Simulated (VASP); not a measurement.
## C: single point with r2SCAN

Crystal: C.

```
CELL_PARAMETERS angstrom
1.22803 0.70900 3.26334
-1.22803 0.70900 3.26334
0.00000 -1.41800 3.26334
ATOMIC_POSITIONS crystal
C 0.16400 0.16400 0.16400
C 0.83600 0.83600 0.83600
```

This cell differs from its parent crystal: strain +0.000 along x and y, -0.025 along z.

```json
{
 "Program": "VASP 6.6.1",
 "Task": "single point",
 "Functional": "r2SCAN",
 "Potentials or basis": "VASP PAW PBE potentials, release 64 (C)",
 "Cutoff": "520 eV",
 "k mesh": "12 × 12 × 12",
 "Occupations": "gaussian, width 0.05 eV",
 "Spin": "no spin polarisation",
 "Dipole correction": "no",
 "Further INCAR settings": "ALGO = Normal; EDIFF = 1e-06; NBANDS = 11"
}
```

- Pressure: 1.2 GPa
- Largest force: 0.867 eV/Å

Forces in eV/Å, atoms in the order of the input:
```
C    0.000  0.000  0.867
C    0.000  0.000 -0.867
```

Stress tensor (GPa, compression positive):
```
0.78 0.00 0.00
0.00 0.78 0.00
0.00 0.00 2.06
```

It took 83 s on 1 thread of Intel(R) Xeon(R) 6975P-C (Granite Rapids) (shared host), peak memory 0.16 GiB.

Caveat: the cell differs from its parent crystal (strain +0.000 along x and y, -0.025 along z); the PAW data sets were made with another functional, which shifts forces and pressure a little.
